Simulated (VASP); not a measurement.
# Bi2Te3 (P1) in VASP: notebook

Runs on Bi2Te3. Level: PBE. Tasks: single point.

Everything below comes from runs of VASP 6.6.1. Logs are shortened: lines on timing, memory, paths and dates and some standing lists are left out, and cuts for length are marked.

## 1. The cell of the first run

The typed cell holds 5 atoms: a = 10.073 Å, b = 10.003 Å, c = 10.120 Å, α = 25.67°, β = 25.22°, γ = 25.66°.

## 2. Single point, PBE

INCAR reads:

```
SYSTEM = Bi2Te3
PREC = Accurate
ENCUT = 520
EDIFF = 1E-6
ISMEAR = 0
SIGMA = 0.1
LREAL = .False.
LASPH = .True.
NELM = 60
ALGO = Normal
ISIF = 2
LWAVE = .False.
LCHARG = .True.
GGA = PE
LELF = .True.
LVHAR = .True.
NBANDS = 32
```

KPOINTS reads:

```
Automatic mesh
0
Gamma
  1 1 1
  0 0 0
```

POSCAR reads:

```
Bi2Te3
1.0
    2.3086414384      1.1493621464      9.7369475067
   -2.1494152868      1.1856302726      9.6969445837
    0.1110221945     -2.6715413054      9.7600887601
Bi Te
2 3
Direct
    0.8289286942      0.7994239825      0.8086857029
    0.4053186939      0.3978121011      0.4082644180
    0.5964299767      0.6277468824      0.6142450494
    0.1903375333      0.2057833788      0.2060576523
   -0.0273130580      0.0165551745      0.0093913521
```

Potentials or basis: VASP PAW PBE potentials, release 64 (Bi_d, Te).

The run is started by

```
$ cat potpaw_PBE.64/Bi_d/POTCAR potpaw_PBE.64/Te/POTCAR > POTCAR
$ mpirun -np 1 vasp_gam > vasp.out
```

OUTCAR:

```text
SYSTEM = Bi2Te3
   PREC = Accurate
   ENCUT = 520
   EDIFF = 1E-6
   ISMEAR = 0
   LREAL = .False.
   LASPH = .True.
   NELM = 60
   ISIF = 2
   GGA = PE

 ion  position               nearest neighbor table
   1  0.829  0.799  0.809-   4 2.96   4 3.03   4 3.10   2 3.32   2 3.36   2 3.46
   2  0.405  0.398  0.408-   5 3.20   5 3.27   1 3.32   1 3.36   5 3.43   1 3.46
   3  0.596  0.628  0.614-   5 2.94   5 3.02   5 3.05   4 3.41   4 3.44   4 3.48
   4  0.190  0.206  0.206-   1 2.96   1 3.03   1 3.10   3 3.41   3 3.44   3 3.48
   5  0.973  0.017  0.009-   3 2.94   3 3.02   3 3.05   2 3.20   2 3.27   2 3.43

  LATTYP: Found a triclinic cell.
 ALAT       =     4.4078757976
 B/A-ratio  =     1.0114585625
 C/A-ratio  =     2.4711826251
 COS(alpha) =     0.0086545901
 COS(beta)  =     0.3959624771
 COS(gamma) =     0.4914312892

  Lattice vectors:

 A1 = (  -2.1976192439,  -3.8209034518,   0.0231412534)
 A2 = (  -4.4580567252,   0.0362681262,  -0.0400029230)
 A3 = (  -0.0482039571,  -5.0065337244,  -9.6738033303)

Analysis of symmetry for initial positions (statically):
=====================================================================
 Subroutine PRICEL returns:
 Original cell was already a primitive cell.

 Routine SETGRP: Setting up the symmetry group for a
 triclinic supercell.

 Subroutine GETGRP returns: Found  1 space group operations
 (whereof  1 operations were pure point group operations)
 out of a pool of  2 trial point group operations.

The static configuration has the point symmetry C_1 .

Analysis of symmetry for dynamics (positions and initial velocities):
=====================================================================
 Subroutine PRICEL returns:
 Original cell was already a primitive cell.

 Routine SETGRP: Setting up the symmetry group for a
 triclinic supercell.

 Subroutine GETGRP returns: Found  1 space group operations
 (whereof  1 operations were pure point group operations)
 out of a pool of  2 trial point group operations.

The dynamic configuration has the point symmetry C_1 .

 Subroutine INISYM returns: Found  1 space group operations
 (whereof  1 operations are pure point group operations),
 and found     1 'primitive' translations

----------------------------------------------------------------------------------------

                                     Primitive cell

  volume of cell :     166.5020

  direct lattice vectors                    reciprocal lattice vectors
     2.308641438  1.149362146  9.736947507     0.225088240  0.132461223  0.033697013
    -2.149415287  1.185630273  9.696944584    -0.223604110  0.128836450  0.037808766
     0.111022195 -2.671541305  9.760088760    -0.002397080 -0.260150082  0.031276810

  length of vectors
    10.072686106 10.002821576 10.119722895     0.263336629  0.260820113  0.262034444

  position of ions in fractional coordinates (direct lattice)
     0.828928694  0.799423983  0.808685703
     0.405318694  0.397812101  0.408264418
     0.596429977  0.627746882  0.614245049
     0.190337533  0.205783379  0.206057652
     0.972686942  0.016555174  0.009391352

  ion indices of the primitive-cell ions
   primitive index   ion index
                 1           1
                 2           2
                 3           3
                 4           4
                 5           5

----------------------------------------------------------------------------------------

 KPOINTS: Automatic mesh

Automatic generation of k-mesh.
 Grid dimensions read from file:
 generate k-points for:    1    1    1

 Generating k-lattice:

  Cartesian coordinates                     Fractional coordinates (reciprocal lattice)
     0.225088240  0.132461223  0.033697013     1.000000000  0.000000000  0.000000000
    -0.223604110  0.128836450  0.037808766     0.000000000  1.000000000  0.000000000
    -0.002397080 -0.260150082  0.031276810     0.000000000  0.000000000  1.000000000

  Length of vectors
     0.263336629  0.260820113  0.262034444

  Shift w.r.t. Gamma in fractional coordinates (k-lattice)
     0.000000000  0.000000000  0.000000000

 Subroutine IBZKPT returns following result:
 ===========================================

 Found      1 irreducible k-points:

 Following reciprocal coordinates:
            Coordinates               Weight
  0.000000  0.000000  0.000000      1.000000
   k-points           NKPTS =      1   k-points in BZ     NKDIM =      1   number of bands    NBANDS=     32
   number of dos      NEDOS =    301   number of ions     NIONS =      5
   total plane-waves  NPLWV = 512000
   dimension x,y,z NGX =    80 NGY =   80 NGZ =   80
   dimension x,y,z NGXF=   160 NGYF=  160 NGZF=  160
   ions per type =               2   3
   NGX,Y,Z   is equivalent  to a cutoff of  13.20, 13.30, 13.14 a.u.
   NGXF,Y,Z  is equivalent  to a cutoff of  26.41, 26.59, 26.28 a.u.
 SYSTEM =  Bi2Te3
   PREC   = accura    normal or accurate (medium, high low for compatibility)
   ISTART =      0    job   : 0-new  1-cont  2-samecut
   ICHARG =      2    charge: 1-file 2-atom 10-const
   ISPIN  =      1    spin polarized calculation?
   LNONCOLLINEAR =      F non collinear calculations
   LSORBIT =      F    spin-orbit coupling
   LASPH  =      T    aspherical Exc in radial PAW
   ENCUT  =  520.0 eV  38.22 Ry    6.18 a.u.  18.73 18.60 18.82*2*pi/ulx,y,z
   NELM   =     60;   NELMIN=  2; NELMDL= -5     # of ELM steps
   EDIFF  = 0.1E-05   stopping-criterion for ELM
   LREAL  =      F    real-space projection
   EDIFFG = 0.1E-04   stopping-criterion for IOM
   NSW    =      0    number of steps for IOM
   IBRION =     -1    ionic relax: 0-MD 1-quasi-New 2-CG
   NFREE  =      0    steps in history (QN), initial steepest desc. (CG)
   ISIF   =      2    stress and relaxation
   ISYM   =      2    0-nonsym 1-usesym 2-fastsym
   POTIM  = 0.5000    time-step for ionic-motion
   TEBEG  =    0.0;   TEEND  =   0.0 temperature during run
   PSTRESS=    0.0 pullay stress
   NELECT =      48.0000    total number of electrons
   NUPDOWN=      -1.0000    fix difference up-down
   EMIN   =  10.00;   EMAX   =-10.00  energy-range for DOS
   EFERMI =   0.00;   METHOD = LEGACY
   ISMEAR =     0;   SIGMA  =   0.10  broadening in eV -4-tet -1-fermi 0-gaus
   EFERMI_NEDOS =   21; number of points for ismear=-14 and -15
   IALGO  =     38    algorithm
   IMIX   =      4    mixing-type and parameters
     AMIX     =   0.40;   BMIX     =  1.00
     AMIX_MAG =   1.60;   BMIX_MAG =  1.00
  volume/ion in A,a.u.               =      33.30       224.72
  Fermi-wavevector in a.u.,A,eV,Ry     =   1.081472  2.043686 15.913135  1.169582
  Thomas-Fermi vector in A             =   2.217490
   LORBIT       =      0    0 simple, 1 ext, 2 COOP (PROOUT), +10 PAW based schemes
   GGA     = PE    functional components
   LHFCALC =     F    Hartree Fock is set to
   AEXX    =    0.0000 exact exchange contribution
   IVDW    =     0    specifies the selected vdW correction
   LEPSILON=     F    determine dielectric tensor
   LRPA    =     F    only Hartree local field effects (RPA)
 non-spin polarized calculation
 Gauss-broadening in eV      SIGMA  =   0.10
  energy-cutoff  :      520.00
  volume of cell :      166.50
 maximum number of plane-waves:      2247
 NGX is ok and might be reduce to    80
   NGX = 37   NGY = 37   NGZ = 37

 number of electron      47.9999998 magnetization

 Free energy of the ion-electron system (eV)
  ---------------------------------------------------
  ext. energy  EPLUGINS =         0.00000000
  ---------------------------------------------------
  free energy    TOTEN  =         0.65039732 eV

  energy without entropy =        0.76238866  energy(sigma->0) =        0.70639299

 E-fermi :   6.5657     XC(G=0):  -9.1956

 val. band max:        6.5015685603   @ k =   0.0000   0.0000   0.0000
 cond. band min:       6.6436231578   @ k =   0.0000   0.0000   0.0000
 fundamental gap:      0.1420545974
 Fermi energy:         6.5657012300

 k-point     1 :       0.0000    0.0000    0.0000
  band No.  band energies     occupation
      1     -16.4763      2.00000
      2     -16.4665      2.00000
      3     -16.3149      2.00000
      4     -16.2947      2.00000
      5     -16.2545      2.00000
      6     -15.9325      2.00000
[... 24 lines left out ...]
     31      11.4850      0.00000
     32      11.6919      0.00000

------------------------ aborting loop because EDIFF is reached ----------------------------------------

  FORCE on cell =-STRESS in cart. coord.  units (eV):
  Direction    XX          YY          ZZ          XY          YZ          ZX
  --------------------------------------------------------------------------------------
  -------------------------------------------------------------------------------------
  Total       48.6476522     37.1071868     -1.7976604     -6.7517150     -2.2373223      1.8115617
  in kB      468.1154593    357.0665175    -17.2981140    -64.9688533    -21.5287918     17.4318798
  external PRESSURE =     269.2946209 kB  Pullay stress =       0.0000000 kB

 VOLUME and BASIS-vectors are now :
 -----------------------------------------------------------------------------
  energy-cutoff  :      520.00
  volume of cell :      166.50
      direct lattice vectors                 reciprocal lattice vectors
     2.308641438  1.149362146  9.736947507     0.225088240  0.132461223  0.033697013
    -2.149415287  1.185630273  9.696944584    -0.223604110  0.128836450  0.037808766
     0.111022195 -2.671541305  9.760088760    -0.002397080 -0.260150082  0.031276810

 POSITION                                       TOTAL-FORCE (eV/Angst)
 -----------------------------------------------------------------------------------
      0.28519     -0.25988     23.71605         0.138496      0.097783      2.520418
      0.12600     -0.15318     11.78883        -0.466948     -0.034651     -2.322598
      0.09585     -0.21119     17.88972        -0.405690      0.360312      2.261856
      0.01998     -0.08774      5.85992        -0.070010      0.165418     -1.772101
      2.21104      1.11251      9.72320         0.804152     -0.588862     -0.687575
 -----------------------------------------------------------------------------------
    total drift:                                0.000109      0.000101     -0.001176

  FREE ENERGIE OF THE ION-ELECTRON SYSTEM (eV)
  ---------------------------------------------------
  free  energy   TOTEN  =         0.6503973238 eV

  energy  without entropy=        0.7623886560  energy(sigma->0) =        0.70639299
```

It took 72 s on 1 thread of Intel Xeon Platinum 8559C (Emerald Rapids), shared host; peak memory 0.85 GiB.

Results:

```
Free energy            : 0.6504 eV
Pressure               : 26.9 GPa
Largest force          : 2.526 eV/Å
Band gap on the k mesh : 0.14 eV
```

Forces in eV/Å, atoms in the order of the input:
```
Bi   0.138  0.098  2.520
Bi  -0.467 -0.035 -2.323
Te  -0.406  0.360  2.262
Te  -0.070  0.165 -1.772
Te   0.804 -0.589 -0.688
```

Levels at points of the mesh, in eV from the valence-band top:
| k point | band 20 | band 21 | band 22 | band 23 | band 24 | band 25 | band 26 | band 27 | band 28 | band 29 |
| --- | --- | --- | --- | --- | --- | --- | --- | --- | --- | --- |
| (0.00, 0.00, 0.00) | -1.67 | -1.51 | -0.11 | -0.05 | 0.00 | 0.14 | 0.15 | 0.34 | 2.00 | 2.54 |

Caveat: the k points lie up to 1.65 Å⁻¹ apart; spin-orbit coupling is left out, which moves the levels of the heavy elements; forces of over 1 eV/Å act on the atoms, so gaps and moduli don't describe the material at rest. A k mesh can miss the band edges.

## 3. Single point, PBE

INCAR reads:

```
ALGO = Normal
EDIFF = 1E-6
ENCUT = 520
GGA = PE
ISIF = 2
ISMEAR = 0
LASPH = T
LCHARG = T
LELF = T
LREAL = F
LVHAR = T
LWAVE = F
NBANDS = 32
NELM = 80
PREC = Accurate
SIGMA = 0.1
```

KPOINTS reads:

```
k-points
0
Gamma
  2 2 2
```

POSCAR is that of step 2.

Potentials or basis: VASP PAW PBE potentials, release 64 (Bi_d, Te).

The run is started by

```
$ cat potpaw_PBE.64/Bi_d/POTCAR potpaw_PBE.64/Te/POTCAR > POTCAR
$ mpirun -np 1 vasp_std > vasp.out
```

Wall time 2.9 min (1 thread of Intel Xeon Platinum 8559C (Emerald Rapids), shared host); peak memory 0.86 GiB.

Results (log left out):

| Item | Value |
| --- | --- |
| Free energy | -15.9027 eV |
| Pressure | 3.8 GPa |
| Largest force | 1.108 eV/Å |
| Band gap on the k mesh | 0.01 eV, indirect (least direct gap 0.11 eV) |

Forces on the atoms (eV/Å):
```
Bi  -0.075 -0.318  0.238
Bi  -0.252 -0.041 -1.078
Te  -0.142  0.010  0.243
Te   0.057  0.423  0.046
Te   0.412 -0.074  0.552
```

Stress tensor (GPa, compression positive):
```
 5.31 -0.08 -0.01
-0.08  6.67 -0.46
-0.01 -0.46 -0.45
```

Levels at points of the mesh, in eV from the valence-band top:
| k point | band 21 | band 22 | band 23 | band 24 | band 25 | band 26 | band 27 | band 28 |
| --- | --- | --- | --- | --- | --- | --- | --- | --- |
| (0.00, 0.00, 0.00) | -1.81 | -0.43 | -0.27 | -0.17 | 0.01 | 0.18 | 0.38 | 1.94 |
| (0.50, 0.00, 0.00) | -3.00 | -1.97 | -0.26 | -0.11 | 0.03 | 0.63 | 2.68 | 2.99 |
| (0.00, 0.50, 0.00) | -3.00 | -2.00 | -0.12 | 0.00 | 0.11 | 0.69 | 2.77 | 2.97 |
| (0.50, 0.50, 0.00) | -2.11 | -1.70 | -0.94 | -0.08 | 0.91 | 1.31 | 1.89 | 2.66 |
| (0.00, 0.00, 0.50) | -3.00 | -1.89 | -0.17 | -0.02 | 0.11 | 0.58 | 2.88 | 3.17 |
| (0.50, 0.00, 0.50) | -2.00 | -1.63 | -0.93 | -0.32 | 0.67 | 1.27 | 2.10 | 2.83 |
| (0.00, 0.50, 0.50) | -2.08 | -1.75 | -0.96 | -0.11 | 0.72 | 1.08 | 2.00 | 2.55 |
| (0.50, 0.50, 0.50) | -1.74 | -0.70 | -0.66 | -0.48 | 0.46 | 0.79 | 1.13 | 1.50 |

Caveat: the k points lie up to 0.83 Å⁻¹ apart; spin-orbit coupling is left out, which moves the levels of the heavy elements; forces of over 1 eV/Å act on the atoms, so gaps and moduli don't describe the material at rest.

## 4. Single point, PBE

INCAR reads:

```
PREC = Accurate ; ENCUT = 520
EDIFF = 1E-6 ; ISMEAR = 0
SIGMA = 0.1 ; LREAL = F
LASPH = T ; NELM = 80
ALGO = Normal ; ISIF = 2
LWAVE = F ; LCHARG = F
GGA = PE ; NBANDS = 32
```

KPOINTS reads:

```
regular mesh
0
Gamma
  4 4 4
```

POSCAR is that of step 3.

Potentials or basis: VASP PAW PBE potentials, release 64 (Bi_d, Te).

The run is started by

```
$ cat potpaw_PBE.64/Bi_d/POTCAR potpaw_PBE.64/Te/POTCAR > POTCAR
$ mpirun -np 1 vasp_std > vasp.out
```

OUTCAR:

```text
PREC = Accurate
   ENCUT = 520
   EDIFF = 1E-6
   ISMEAR = 0
   LREAL = F
   LASPH = T
   NELM = 80
   ISIF = 2
   GGA = PE

 ion  position               nearest neighbor table
   1  0.829  0.799  0.809-   4 2.96   4 3.03   4 3.10   2 3.32   2 3.36   2 3.46
   2  0.405  0.398  0.408-   5 3.20   5 3.27   1 3.32   1 3.36   5 3.43   1 3.46
   3  0.596  0.628  0.614-   5 2.94   5 3.02   5 3.05   4 3.41   4 3.44   4 3.48
   4  0.190  0.206  0.206-   1 2.96   1 3.03   1 3.10   3 3.41   3 3.44   3 3.48
[... 1051 lines left out ...]
  -------------------------------------------------------------------------------------
  Total        1.8388260      3.1982063      2.7164096      0.3861483      0.9297359     -0.7407405
  in kB       17.6942323     30.7749652     26.1388426      3.7157387      8.9464496     -7.1278276
  external PRESSURE =      24.8693467 kB  Pullay stress =       0.0000000 kB

 VOLUME and BASIS-vectors are now :
 -----------------------------------------------------------------------------
  energy-cutoff  :      520.00
  volume of cell :      166.50
      direct lattice vectors                 reciprocal lattice vectors
     2.308641438  1.149362146  9.736947507     0.225088240  0.132461223  0.033697013
    -2.149415287  1.185630273  9.696944584    -0.223604110  0.128836450  0.037808766
     0.111022195 -2.671541305  9.760088760    -0.002397080 -0.260150082  0.031276810

 POSITION                                       TOTAL-FORCE (eV/Angst)
 -----------------------------------------------------------------------------------
      0.28519     -0.25988     23.71605        -0.168094     -0.296279     -1.005609
      0.12600     -0.15318     11.78883        -0.184589     -0.017644     -0.475420
      0.09585     -0.21119     17.88972        -0.000444     -0.152531     -1.168956
      0.01998     -0.08774      5.85992         0.094369      0.346327      1.067683
      2.21104      1.11251      9.72320         0.258758      0.120126      1.582302
 -----------------------------------------------------------------------------------
    total drift:                               -0.000411     -0.000376     -0.001718

  FREE ENERGIE OF THE ION-ELECTRON SYSTEM (eV)
  ---------------------------------------------------
  free  energy   TOTEN  =       -16.7248403361 eV

  energy  without entropy=      -16.7083171884  energy(sigma->0) =      -16.71657876
```

OSZICAR:

```text
N       E                     dE             d eps       ncg     rms          rms(c)
DAV:   1     0.438546650476E+03    0.43855E+03   -0.21719E+04  2304   0.146E+03
DAV:   2     0.290980123273E+02   -0.40945E+03   -0.39352E+03  2400   0.381E+02
DAV:   3    -0.148233318271E+02   -0.43921E+02   -0.41968E+02  2920   0.137E+02
DAV:   4    -0.166906194884E+02   -0.18673E+01   -0.18575E+01  2592   0.305E+01
DAV:   5    -0.167806173004E+02   -0.89998E-01   -0.89976E-01  3504   0.658E+00    0.132E+01
DAV:   6    -0.167185488509E+02    0.62068E-01   -0.10111E-01  2664   0.644E+00    0.845E+00
DAV:   7    -0.167381373622E+02   -0.19589E-01   -0.86438E-02  2720   0.236E+00    0.621E-01
DAV:   8    -0.167251411711E+02    0.12996E-01   -0.23035E-02  2664   0.122E+00    0.436E-01
DAV:   9    -0.167248038025E+02    0.33737E-03   -0.45517E-03  2536   0.418E-01    0.375E-01
DAV:  10    -0.167248679325E+02   -0.64130E-04   -0.79978E-04  3168   0.199E-01    0.183E-01
DAV:  11    -0.167248383134E+02    0.29619E-04   -0.12105E-04  2720   0.859E-02    0.421E-02
DAV:  12    -0.167248405170E+02   -0.22036E-05   -0.25532E-05  2520   0.325E-02    0.158E-02
DAV:  13    -0.167248403361E+02    0.18093E-06   -0.20124E-06  2048   0.116E-02
   1 F= -.16724840E+02 E0= -.16716579E+02  d E =-.165231E-01
```

stdout:

```text
POSCAR found type information on POSCAR BiTe
 POSCAR found :  2 types and       5 ions
 scaLAPACK will be used
 LDA part: xc-table for (Slater+PW92), standard interpolation
 POSCAR, INCAR and KPOINTS ok, starting setup
 FFT: planning ... GRIDC
 FFT: planning ... GRID_SOFT
 FFT: planning ... GRID
 WAVECAR not read
 entering main loop
```

Wall time 9.6 min (1 thread of Intel Xeon Platinum 8559C (Emerald Rapids), shared host); peak memory 0.95 GiB.

What came out:

- Free energy: -16.7248 eV
- Pressure: 2.5 GPa
- Largest force: 1.608 eV/Å
- Band gap on the k mesh: zero (band 24 reaches 6.58 eV, above the bottom of band 25 at 6.38 eV)

Forces on the atoms (eV/Å):
```
Bi  -0.168 -0.296 -1.006
Bi  -0.185 -0.018 -0.475
Te   0.000 -0.153 -1.169
Te   0.094  0.346  1.068
Te   0.259  0.120  1.582
```

Levels at points of the mesh, in eV from the Fermi level:
```
           k point  band 20  band 21  band 22  band 23  band 24  band 25  band 26  band 27  band 28  band 29
(0.00, 0.00, 0.00)    -2.13    -1.96    -0.61    -0.41    -0.33    -0.11     0.14     0.35     1.86     2.39
(0.50, 0.00, 0.00)    -3.36    -3.13    -2.04    -0.38    -0.27    -0.07     0.53     2.54     2.83     3.56
(0.00, 0.50, 0.00)    -3.17    -3.11    -2.08    -0.23    -0.10    -0.02     0.59     2.58     2.85     3.56
(0.50, 0.50, 0.00)    -2.92    -2.26    -1.81    -1.02    -0.17     0.79     1.13     1.73     2.57     2.93
(0.00, 0.00, 0.50)    -3.25    -3.14    -1.96    -0.29    -0.14    -0.05     0.46     2.73     3.02     3.49
(0.50, 0.00, 0.50)    -2.88    -2.14    -1.73    -0.99    -0.43     0.52     1.10     1.96     2.74     2.85
(0.00, 0.50, 0.50)    -3.07    -2.24    -1.85    -1.03    -0.21     0.60     0.90     1.85     2.46     2.93
(0.50, 0.50, 0.50)    -1.94    -1.92    -0.82    -0.76    -0.61     0.30     0.69     1.03     1.44     1.89
```

Caveat: the k points lie up to 0.41 Å⁻¹ apart; spin-orbit coupling is left out, which moves the levels of the heavy elements; forces of over 1 eV/Å act on the atoms, so gaps and moduli don't describe the material at rest.

## 5. Overview

```csv
k mesh,gap on the mesh (eV),pressure (GPa),largest force (eV/Å)
1 × 1 × 1,0.14,26.9,2.53
2 × 2 × 2,0.01,3.8,1.11
4 × 4 × 4,none,2.5,1.61
```

Alike in all rows: task single point; level PBE; potentials or basis VASP PAW PBE potentials, release 64 (Bi_d, Te); no spin polarisation; cell as given; cutoff (eV) 520; smearing gaussian 0.1 eV.

Caveats: all runs use coarse meshes; spin-orbit coupling is left out, which moves the levels of the heavy elements; forces of over 1 eV/Å act on the atoms, so gaps and moduli don't describe the material at rest.

Total energies depend on the potentials used, so only differences within one code and one set of settings carry meaning.
